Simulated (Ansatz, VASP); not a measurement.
# Zn: VASP beside Ansatz

```
Zn
1.0
     4.43122    0.00000    0.00000
    -2.21561    3.83755    0.00000
     0.00000    0.00000    2.65606
Zn
3
Cartesian
  -2.2156 3.8376 0.0000
  0.0000 2.5584 1.3280
  2.2156 1.2792 1.3280
```

Alike in both runs: task single point; functional RPBE; k mesh 9 × 9 × 13; occupations fermi-dirac, width 0.1 eV; no spin polarisation.

|  | VASP | Ansatz |
| --- | --- | --- |
| version | VASP 6.6.1 | Ansatz 0.2.0 |
| potentials or method | VASP PAW PBE potentials, release 64 (Zn), cutoff 520 eV | plane waves (420 eV) with PAW, scalar-relativistic |
| valence electrons in the cell | 36 | 36 |

|  | VASP | Ansatz | Ansatz less VASP |
| --- | --- | --- | --- |
| pressure (GPa) | 5.7 | 5.4 | -0.29 |
| traceless stress, the component that is largest in VASP (GPa) | 0.95 | 0.94 | -0.007 |

VASP's potentials were made for PBE, not for RPBE. With one functional, cell and mesh, what is left measures potentials, basis and numerics.
